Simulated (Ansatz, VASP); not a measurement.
**One calculation of Cu, two programs**

```
Cu
1.0
    -1.48608    1.48608    1.37608
     1.48608   -1.48608    1.37608
     1.48608    1.48608   -1.37608
Cu
1
Direct
  0.00000 0.00000 0.00000
```

Change from the starting cell: strain +0.030 along x and y, +0.000 along z, atoms carried along.

Alike in both runs: task single point; functional r2SCAN; k mesh 24 × 24 × 24; occupations gaussian, width 0.15 eV; no spin polarisation.

|  | VASP | Ansatz |
| --- | --- | --- |
| version | VASP 6.6.1 | Ansatz 0.2.0 |
| potentials or method | VASP PAW PBE potentials, release 64 (Cu), cutoff 520 eV | scalar-relativistic, plane waves, PAW |
| valence electrons in the cell | 11 | 19 |

|  | VASP | Ansatz | Ansatz less VASP |
| --- | --- | --- | --- |
| gap on the k mesh at the Fermi level (eV) | none | none | - |
| pressure (GPa) | -7.2 | -7.9 | -0.64 |
| traceless stress, the component that is largest in VASP (GPa) | 0.17 | 0.17 | +0.003 |

VASP's potentials were made for PBE, not for r2SCAN. A gap of «none» marks a metal or a gap that the smearing closes. VASP's potentials hold 11 valence electrons a cell and Ansatz's 19, so a difference there can come from the potentials and not from the codes.
